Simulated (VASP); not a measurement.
Write the native input for VASP 6.6.1 that does the following.

- Task: single point
- Functional: PBE
- Potentials or basis: VASP PAW PBE potentials, release 64 (P)
- Cutoff: 520 eV
- k mesh: 6 × 2 × 6
- Occupations: gaussian, width 0.1 eV
- Spin: no spin polarisation
- Dipole correction: no
- Further INCAR settings: ALGO = Normal; EDIFF = 1e-06; NBANDS = 24

The structure of P lies in POSCAR:

```
P
1.0
    3.4414189418      0.0000000000      0.0000000000
    0.0000000000      7.4441680560      0.0000000000
    0.0000000000      0.0000000000      3.6073715555
P
6
Direct
    0.2500000000      0.0000000000      0.7914979815
    0.7500000000      0.0000000000      0.2085020185
    0.7500000000      0.6701491996      0.2851962347
    0.2500000000      0.3298508004      0.7148037653
    0.2500000000      0.6701491996      0.7148037653
    0.7500000000      0.3298508004      0.2851962347
```

One way to write it, as run:

INCAR

```
SYSTEM = P
PREC = Accurate
ENCUT = 520
EDIFF = 1E-6
ISMEAR = 0
SIGMA = 0.1
LREAL = .FALSE.
LASPH = .TRUE.
NELM = 80
ALGO = Normal
ISIF = 2
LWAVE = .FALSE.
LCHARG = .FALSE.
GGA = PE
NBANDS = 24
```

KPOINTS

```
Automatic mesh
0
G
  6 2 6
  0 0 0
```

Potentials or basis: VASP PAW PBE potentials, release 64 (P).

The run is started by

```console
$ cat potpaw_PBE.64/P/POTCAR > POTCAR
$ mpirun -np 1 vasp_std > vasp.out
```

Results of the run:

The pressure is -0.2 GPa, the largest force is 0.016 eV/Å and the band gap on the k mesh is zero (band 15 reaches 10.47 eV, above the bottom of band 16 at 6.93 eV).

Caveat: the k points lie up to 0.42 Å⁻¹ apart.

Wall time 28 s on 1 thread of Intel(R) Xeon(R) Platinum 8488C (Sapphire Rapids) (shared host), peak memory 0.21 GiB.
